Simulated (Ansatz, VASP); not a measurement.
## CdS: VASP beside Ansatz

```xyz
4
Lattice="4.1500 0.0000 0.0000 -2.0750 3.5940 0.0000 0.0000 0.0000 6.7370" Properties=species:S:1:pos:R:3 pbc="T T T"
Cd    0.0000    2.3960    0.0000
Cd    2.0750    1.1980    3.3685
S     0.0000    2.3960    2.5264
S     2.0750    1.1980    5.8949
```

Alike in both runs: task relaxation of cell and atoms; functional PBE; k mesh 6 × 6 × 4; no spin polarisation.

```csv
,VASP,Ansatz
version,VASP 6.6.1,Ansatz 0.2.0
potentials or method,"VASP PAW PBE potentials, release 64 (Cd, S), cutoff 600 eV","plane waves, PAW"
occupations,"gaussian, width 0.01 eV",fixed
valence electrons in the cell,36,52
```

```csv
,VASP,Ansatz,Ansatz less VASP
relaxed volume (Å³/atom),26.14,26.03,-0.108
relaxed cell length with the largest relative difference (Å),6.845,6.827,-0.0172
```

VASP's potentials hold 36 valence electrons a cell and Ansatz's 52, so a difference there can come from the potentials and not from the codes.
